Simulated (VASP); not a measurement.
Write the native input for VASP 6.6.1 that does the following.

| Property | Result |
| --- | --- |
| Task | single point |
| Functional | LDA |
| Potentials or basis | VASP PAW LDA potentials, release 64 (Te, Bi_d) |
| Cutoff | 520 eV |
| k mesh | 9 × 9 × 1 |
| Occupations | gaussian, width 0.02 eV |
| Spin | no spin polarisation |
| Dipole correction | yes |
| Further INCAR settings | ALGO = Normal; EDIFF = 1e-07; NBANDS = 59 |

The structure of Bi2Te3 lies in POSCAR:

```
Bi2Te3
1.0
    4.3311977525      0.0000000000      0.0000000000
   -2.1655988762      3.7509272825      0.0000000000
    0.0000000000      0.0000000000     61.2372151650
Te Bi
6 4
Direct
    0.0000000000      0.0000000000      0.3576630274
    0.6666666667      0.3333333333      0.4181994870
    0.3333333333      0.6666666667      0.4791899159
    0.6666666667      0.3333333333      0.5208100841
    0.3333333333      0.6666666667      0.5818005130
    0.0000000000      0.0000000000      0.6423369726
    0.3333333333      0.6666666667      0.3853452361
    0.0000000000      0.0000000000      0.4509779936
    0.0000000000      0.0000000000      0.5490220064
    0.6666666667      0.3333333333      0.6146547639
```

The input as run:

INCAR

```
SYSTEM = Bi2Te3
PREC     = Accurate       ! precision mode
ENCUT    = 520            ! plane-wave cutoff, eV
EDIFF    = 1E-7           ! SCF threshold, eV
ISMEAR   = 0              ! smearing method
SIGMA    = 0.02           ! smearing width, eV
LREAL    = .FALSE.        ! projectors in reciprocal space
LASPH    = .TRUE.         ! aspherical terms in the spheres
NELM     = 60             ! most SCF steps
ALGO     = Normal         ! electronic algorithm
ISIF     = 2              ! what is computed and relaxed
LWAVE    = .FALSE.        ! write WAVECAR
LCHARG   = .FALSE.        ! write CHGCAR
LDIPOL   = .TRUE.       
IDIPOL   = 3            
DIPOL    = 0.5 0.5 0.500
NBANDS   = 59             ! bands
```

KPOINTS

```
regular mesh
0
G
  9 9 1
  0 0 0
```

Potentials or basis: VASP PAW LDA potentials, release 64 (Te, Bi_d).

Command:

```sh
$ cat potpaw_LDA.64/Te/POTCAR potpaw_LDA.64/Bi_d/POTCAR > POTCAR
$ mpirun -np 1 vasp_std > vasp.out
```

It gave:

```
Largest force          : 0.037 eV/Å
Band gap on the k mesh : 0.50 eV
```

Caveat: spin-orbit coupling is left out, which moves the levels of the heavy elements.

Wall time 41 min on 1 thread of Oxide Virtual Turin-like Processor, on a shared host, peak memory 1 GiB.
